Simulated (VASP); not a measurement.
Here is a VASP 6.6.1 calculation.

Contents of INCAR:

```
ALGO = Normal
EDIFF = 1E-7
EDIFFG = -0.002
ENCUT = 600
GGA = PE
IBRION = 2
ISIF = 3
ISMEAR = 0
IVDW = 12
LASPH = T
LCHARG = F
LREAL = F
LWAVE = F
NELM = 60
NSW = 100
PREC = Accurate
PSTRESS = 450.0
SIGMA = 0.1
```

The input KPOINTS:

```
k-points
0
Gamma
  18 18 18
```

The input POSCAR:

```
Mo
1.0
   -1.5734150000      1.5734150000      1.5734150000
    1.5734150000     -1.5734150000      1.5734150000
    1.5734150000      1.5734150000     -1.5734150000
Mo
1
Direct
    0.0000000000      0.0000000000      0.0000000000
```

Potentials or basis: VASP PAW PBE potentials, release 64 (Mo_sv).

Run with:

```bash
$ cat potpaw_PBE.64/Mo_sv/POTCAR > POTCAR
$ mpirun -np 1 vasp_std > vasp.out
```

**Question.** What does it give for the dispersion energy per atom?

**Answer.** -0.827 eV.

**Question.** Predict the relaxed cell.

**Answer.** a = 2.603 Å, b = 2.603 Å, c = 2.603 Å, α = 109.47°, β = 109.47°, γ = 109.47°.

**Question.** What does it give for the band gap on the k mesh?

**Answer.** Zero (band 7 reaches 19.85 eV, above the bottom of band 8 at 13.33 eV).

**Question.** What does it give for the relaxed volume?

**Answer.** 13.57 Å³/atom.

The path:
```tsv
step	energy change (eV)	largest force (eV/Å)	pressure (GPa)	volume (Å³)
1	0.0000	0.0000	-3.82	15.58
2	12.9831	0.0000	940.23	7.14
3	0.0988	0.0000	28.17	14.12
4	0.1612	0.0000	37.22	13.81
5	0.2242	0.0000	45.11	13.57
6	0.2135	0.0000	43.83	13.61
7	0.2144	0.0000	43.94	13.60
8	0.2173	0.0000	44.28	13.59
9	0.2173	0.0000	44.27	13.59
10	0.2175	0.0000	44.30	13.59
11	0.2178	0.0000	44.33	13.59
12	0.2184	0.0000	44.42	13.59
13	0.2197	0.0000	44.57	13.58
14	0.2222	0.0000	44.87	13.57
15	0.2233	0.0000	45.00	13.57
```

Caveat: the cell is relaxed towards a set pressure, so the enthalpy falls and the energy may rise; pairwise dispersion overbinds metals, which lowers pressure and volume.
